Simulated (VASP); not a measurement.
# AlN (NiAs type) (P6_3/mmc) in VASP: further runs

Runs on AlN (NiAs type). Level: PBE. Tasks: single point.

All numbers are computed with VASP 6.6.1; they aren't measurements. Logs are shortened: lines on timing, memory, paths and dates and some standing lists are left out, and cuts for length are marked.

## Step 1: The cell of the first run

Symmetry: P6_3/mmc, No. 194, hexagonal system. Conventional cell: a = 2.409 Å, b = 2.409 Å, c = 4.218 Å, α = 90.00°, β = 90.00°, γ = 120.00°. Within 2.3 Å of Al (site symmetry -3m) lie 6 N at 1.75 Å and 2 Al at 2.11 Å. N (site symmetry -6m2) has 6 Al at 1.75 Å within 2.3 Å.

## Step 2: Single point, PBE

File INCAR:

```
SYSTEM = AlN
  PREC = Accurate
  ENCUT = 520
  EDIFF = 1E-6
  ISMEAR = -1
  SIGMA = 0.1
  LREAL = .FALSE.
  LASPH = .TRUE.
  NELM = 60
  ALGO = Normal
  ISIF = 2
  LWAVE = .FALSE.
  LCHARG = .FALSE.
  GGA = PE
  NBANDS = 16
```

File KPOINTS:

```
regular mesh
0
G
  13 13 8
  0 0 0
```

File POSCAR:

```
AlN
1.0
    2.4089505668      0.0000000000      0.0000000000
   -1.2044752834      2.0862123873      0.0000000000
    0.0000000000      0.0000000000      4.2183635630
Al N
2 2
Direct
    0.0000000000      0.0000000000      0.0000000000
    0.0000000000      0.0000000000      0.5000000000
    0.3333333333      0.6666666667      0.2500000000
    0.6666666667      0.3333333333      0.7500000000
```

Potentials or basis: VASP PAW PBE potentials, release 64 (Al, N).

Run with:

```bash
cat potpaw_PBE.64/Al/POTCAR potpaw_PBE.64/N/POTCAR > POTCAR
mpirun -np 1 vasp_std > vasp.out
```

OUTCAR:

```text
SYSTEM = AlN
   PREC = Accurate
   ENCUT = 520
   EDIFF = 1E-6
   ISMEAR = -1
   LREAL = .FALSE.
   LASPH = .TRUE.
   NELM = 60
   ISIF = 2
   GGA = PE

 ion  position               nearest neighbor table
   1  0.000  0.000  0.000-   3 1.75   4 1.75   3 1.75   4 1.75   4 1.75   3 1.75   2 2.11   2 2.11
                             2 3.20   2 3.20   2 3.20   2 3.20   2 3.20   2 3.20   2 3.20   2 3.20
   2  0.000  0.000  0.500-   3 1.75   4 1.75   3 1.75   4 1.75   4 1.75   3 1.75   1 2.11   1 2.11
                             1 3.20   1 3.20   1 3.20   1 3.20   1 3.20   1 3.20   1 3.20   1 3.20
   3  0.333  0.667  0.250-   1 1.75   2 1.75   1 1.75   2 1.75   1 1.75   2 1.75
   4  0.667  0.333  0.750-   1 1.75   2 1.75   1 1.75   2 1.75   1 1.75   2 1.75

  LATTYP: Found a hexagonal cell.
 ALAT       =     2.4089505668
 C/A-ratio  =     1.7511208495

  Lattice vectors:

 A1 = (   2.4089505668,   0.0000000000,   0.0000000000)
 A2 = (  -1.2044752834,   2.0862123873,   0.0000000000)
 A3 = (   0.0000000000,   0.0000000000,   4.2183635630)

Analysis of symmetry for initial positions (statically):
=====================================================================
 Subroutine PRICEL returns:
 Original cell was already a primitive cell.

 Routine SETGRP: Setting up the symmetry group for a
 hexagonal supercell.

 Subroutine GETGRP returns: Found 24 space group operations
 (whereof 12 operations were pure point group operations)
 out of a pool of 24 trial point group operations.

The static configuration has the point symmetry D_3d.
 The point group associated with its full space group is D_6h.

Analysis of symmetry for dynamics (positions and initial velocities):
=====================================================================
 Subroutine PRICEL returns:
 Original cell was already a primitive cell.

 Routine SETGRP: Setting up the symmetry group for a
 hexagonal supercell.

 Subroutine GETGRP returns: Found 24 space group operations
 (whereof 12 operations were pure point group operations)
 out of a pool of 24 trial point group operations.

The dynamic configuration has the point symmetry D_3d.
 The point group associated with its full space group is D_6h.

 Subroutine INISYM returns: Found 24 space group operations
 (whereof 12 operations are pure point group operations),
 and found     1 'primitive' translations

----------------------------------------------------------------------------------------

                                     Primitive cell

  volume of cell :      21.1997

  direct lattice vectors                    reciprocal lattice vectors
     2.408950567  0.000000000  0.000000000     0.415118522  0.239668791  0.000000000
    -1.204475283  2.086212387  0.000000000     0.000000000  0.479337581  0.000000000
     0.000000000  0.000000000  4.218363563     0.000000000  0.000000000  0.237058752

  length of vectors
     2.408950567  2.408950567  4.218363563     0.479337581  0.479337581  0.237058752

  position of ions in fractional coordinates (direct lattice)
     0.000000000  0.000000000  0.000000000
     0.000000000  0.000000000  0.500000000
     0.333333333  0.666666667  0.250000000
     0.666666667  0.333333333  0.750000000

  ion indices of the primitive-cell ions
   primitive index   ion index
                 1           1
                 2           2
                 3           3
                 4           4

----------------------------------------------------------------------------------------

 KPOINTS: regular mesh

Automatic generation of k-mesh.
 Grid dimensions read from file:
 generate k-points for:   13   13    8

 Generating k-lattice:

  Cartesian coordinates                     Fractional coordinates (reciprocal lattice)
     0.031932194  0.018436061  0.000000000     0.076923077  0.000000000  0.000000000
     0.000000000  0.036872122  0.000000000     0.000000000  0.076923077  0.000000000
     0.000000000  0.000000000  0.029632344     0.000000000  0.000000000  0.125000000

  Length of vectors
     0.036872122  0.036872122  0.029632344

  Shift w.r.t. Gamma in fractional coordinates (k-lattice)
     0.000000000  0.000000000  0.000000000

 Subroutine IBZKPT returns following result:
 ===========================================

 Found    105 irreducible k-points:

 Following reciprocal coordinates:
            Coordinates               Weight
  0.000000  0.000000  0.000000      1.000000
  0.076923  0.000000  0.000000      6.000000
  0.153846  0.000000  0.000000      6.000000
  0.230769  0.000000  0.000000      6.000000
  0.307692  0.000000  0.000000      6.000000
  0.384615  0.000000  0.000000      6.000000
[... 16 lines left out ...]
  0.076923  0.000000  0.125000     12.000000
  0.153846  0.000000  0.125000     12.000000
 [... further k-points ...]
   k-points           NKPTS =    105   k-points in BZ     NKDIM =    105   number of bands    NBANDS=     16
   number of dos      NEDOS =    301   number of ions     NIONS =      4
   total plane-waves  NPLWV =  10368
   dimension x,y,z NGX =    18 NGY =   18 NGZ =   32
   dimension x,y,z NGXF=    36 NGYF=   36 NGZF=   64
   ions per type =               2   2
   NGX,Y,Z   is equivalent  to a cutoff of  12.42, 12.42, 12.61 a.u.
   NGXF,Y,Z  is equivalent  to a cutoff of  24.84, 24.84, 25.22 a.u.
 SYSTEM =  AlN
   PREC   = accura    normal or accurate (medium, high low for compatibility)
   ISTART =      0    job   : 0-new  1-cont  2-samecut
   ICHARG =      2    charge: 1-file 2-atom 10-const
   ISPIN  =      1    spin polarized calculation?
   LNONCOLLINEAR =      F non collinear calculations
   LSORBIT =      F    spin-orbit coupling
   LASPH  =      T    aspherical Exc in radial PAW
   ENCUT  =  520.0 eV  38.22 Ry    6.18 a.u.   4.48  4.48  7.84*2*pi/ulx,y,z
   NELM   =     60;   NELMIN=  2; NELMDL= -5     # of ELM steps
   EDIFF  = 0.1E-05   stopping-criterion for ELM
   LREAL  =      F    real-space projection
   EDIFFG = 0.1E-04   stopping-criterion for IOM
   NSW    =      0    number of steps for IOM
   IBRION =     -1    ionic relax: 0-MD 1-quasi-New 2-CG
   NFREE  =      0    steps in history (QN), initial steepest desc. (CG)
   ISIF   =      2    stress and relaxation
   ISYM   =      2    0-nonsym 1-usesym 2-fastsym
   POTIM  = 0.5000    time-step for ionic-motion
   TEBEG  =    0.0;   TEEND  =   0.0 temperature during run
   PSTRESS=    0.0 pullay stress
   NELECT =      16.0000    total number of electrons
   NUPDOWN=      -1.0000    fix difference up-down
   EMIN   =  10.00;   EMAX   =-10.00  energy-range for DOS
   EFERMI =   0.00;   METHOD = LEGACY
   ISMEAR =    -1;   SIGMA  =   0.10  broadening in eV -4-tet -1-fermi 0-gaus
   EFERMI_NEDOS =   21; number of points for ismear=-14 and -15
   IALGO  =     38    algorithm
   IMIX   =      4    mixing-type and parameters
     AMIX     =   0.40;   BMIX     =  1.00
     AMIX_MAG =   1.60;   BMIX_MAG =  1.00
  volume/ion in A,a.u.               =       5.30        35.77
  Fermi-wavevector in a.u.,A,eV,Ry     =   1.490521  2.816676 30.227411  2.221652
  Thomas-Fermi vector in A             =   2.603292
   LORBIT       =      0    0 simple, 1 ext, 2 COOP (PROOUT), +10 PAW based schemes
   GGA     = PE    functional components
   LHFCALC =     F    Hartree Fock is set to
   AEXX    =    0.0000 exact exchange contribution
   IVDW    =     0    specifies the selected vdW correction
   LEPSILON=     F    determine dielectric tensor
   LRPA    =     F    only Hartree local field effects (RPA)
 non-spin polarized calculation
  energy-cutoff  :      520.00
  volume of cell :       21.20
 maximum number of plane-waves:       604
 NGX is ok and might be reduce to    18
   NGX =  9   NGY =  9   NGZ = 15

 number of electron      16.0000005 magnetization

 Free energy of the ion-electron system (eV)
  ---------------------------------------------------
  ext. energy  EPLUGINS =         0.00000000
  ---------------------------------------------------
  free energy    TOTEN  =       -20.02880432 eV

  energy without entropy =      -20.02880432  energy(sigma->0) =      -20.02880432

 E-fermi :  19.3048     XC(G=0): -14.5239

 val. band max:       17.3655881107   @ k =   0.0000   0.0000   0.0000
 cond. band min:      22.7950271832   @ k =   0.4615   0.0000   0.0000
 fundamental gap:      5.4294390725
 Fermi energy:        19.3047996367

 k-point     1 :       0.0000    0.0000    0.0000
  band No.  band energies     occupation
      1      -5.3162      2.00000
      2      -0.6477      2.00000
      3       4.8069      2.00000
      4      15.5224      2.00000
      5      15.5224      2.00000
      6      15.9747      2.00000
[... 8 lines left out ...]
     15      34.3229      0.00000
     16      34.3440      0.00000

 k-point     2 :       0.0769    0.0000    0.0000
  band No.  band energies     occupation
      1      -5.1491      2.00000
      2      -0.5283      2.00000
      3       4.9708      2.00000
      4      14.8523      2.00000
      5      15.3793      2.00000
      6      15.8859      2.00000
[... 8 lines left out ...]
     15      34.1620      0.00000
     16      34.2717      0.00000

 k-point     3 :       0.1538    0.0000    0.0000
  band No.  band energies     occupation
      1      -4.6530      2.00000
      2      -0.1781      2.00000
      3       5.4536      2.00000
      4      13.1725      2.00000
      5      15.0080      2.00000
      6      15.2497      2.00000
[... 8 lines left out ...]
     15      34.4395      0.00000
     16      34.6338      0.00000

 k-point     4 :       0.2308    0.0000    0.0000
  band No.  band energies     occupation
      1      -3.8446      2.00000
      2       0.3710      2.00000
      3       6.2256      2.00000
      4      11.0486      2.00000
      5      13.3487      2.00000
      6      14.5361      2.00000
[... 8 lines left out ...]
     15      34.2879      0.00000
     16      36.2599      0.00000

 k-point     5 :       0.3077    0.0000    0.0000
  band No.  band energies     occupation
      1      -2.7592      2.00000
      2       1.0302      2.00000
      3       7.2318      2.00000
      4       8.9201      2.00000
      5      11.3829      2.00000
      6      14.0865      2.00000
[... 8 lines left out ...]
     15      34.9960      0.00000
     16      38.3801      0.00000

 k-point     6 :       0.3846    0.0000    0.0000
  band No.  band energies     occupation
      1      -1.4706      2.00000
      2       1.5444      2.00000
      3       7.2145      2.00000
      4       8.3677      2.00000
      5       9.5862      2.00000
      6      13.2837      2.00000
[... 8 lines left out ...]
     15      35.9807      0.00000
     16      39.2166      0.00000
[... 267 lines left out ...]
 k-point    21 :       0.3077    0.3077    0.0000
  band No.  band energies     occupation
      1       1.0133      2.00000
      2       1.7375      2.00000
      3       7.6762      2.00000
      4       8.7342      2.00000
      5       9.6215      2.00000
      6      10.5902      2.00000
[... 8 lines left out ...]
     15      35.5288      0.00000
     16      40.5614      0.00000

 k-point    22 :       0.0000    0.0000    0.1250
  band No.  band energies     occupation
      1      -5.2097      2.00000
      2      -1.0309      2.00000
      3       5.3487      2.00000
      4      15.4065      2.00000
      5      15.5830      2.00000
      6      15.5830      2.00000
[... 8 lines left out ...]
     15      33.4337      0.00000
     16      35.5717      0.00000

 k-point    23 :       0.0769    0.0000    0.1250
  band No.  band energies     occupation
      1      -5.0432      2.00000
      2      -0.9042      2.00000
      3       5.5028      2.00000
      4      14.9146      2.00000
      5      15.3368      2.00000
      6      15.4387      2.00000
[... 8 lines left out ...]
     15      33.6651      0.00000
     16      35.1501      0.00000

 k-point    24 :       0.1538    0.0000    0.1250
  band No.  band energies     occupation
      1      -4.5490      2.00000
      2      -0.5321      2.00000
      3       5.9539      2.00000
      4      13.2438      2.00000
      5      14.8704      2.00000
      6      15.0644      2.00000
[... 8 lines left out ...]
     15      34.4911      0.00000
     16      34.8011      0.00000

 [... further k-points ...]
[... 5 lines left out ...]
  --------------------------------------------------------------------------------------
  -------------------------------------------------------------------------------------
  Total       40.1876670     40.1876670     40.2947436      0.0000000      0.0000000      0.0000000
  in kB     3037.1970019   3037.1970018   3045.2893518      0.0000000      0.0000000      0.0000000
  external PRESSURE =    3039.8944518 kB  Pullay stress =       0.0000000 kB

 VOLUME and BASIS-vectors are now :
 -----------------------------------------------------------------------------
  energy-cutoff  :      520.00
  volume of cell :       21.20
      direct lattice vectors                 reciprocal lattice vectors
     2.408950567  0.000000000  0.000000000     0.415118522  0.239668791  0.000000000
    -1.204475283  2.086212387  0.000000000     0.000000000  0.479337581  0.000000000
     0.000000000  0.000000000  4.218363563     0.000000000  0.000000000  0.237058752

 POSITION                                       TOTAL-FORCE (eV/Angst)
 -----------------------------------------------------------------------------------
      0.00000      0.00000      0.00000        -0.000000      0.000000     -0.000000
      0.00000      0.00000      2.10918        -0.000000      0.000000     -0.000000
     -0.00000      1.39081      1.05459        -0.000000      0.000000      0.000000
      1.20448      0.69540      3.16377         0.000000     -0.000000      0.000000
 -----------------------------------------------------------------------------------
    total drift:                                0.000000     -0.000000      0.000000

  FREE ENERGIE OF THE ION-ELECTRON SYSTEM (eV)
  ---------------------------------------------------
  free  energy   TOTEN  =       -20.0288043215 eV

  energy  without entropy=      -20.0288043214  energy(sigma->0) =      -20.02880432
```

Wall time 46 s (1 thread of Intel Xeon 8259CL, shared host); peak memory 0.15 GiB.

Results:

| Quantity | Value |
| --- | --- |
| Free energy | -20.0288 eV |
| Pressure | 304.0 GPa |
| Band gap on the k mesh | 5.43 eV (least direct gap 7.83 eV) |

Caveat: the cell stands under pressure; an odd mesh through Γ misses points on the zone boundary, where band edges can lie.

(Part 1 of 2 ends here.)
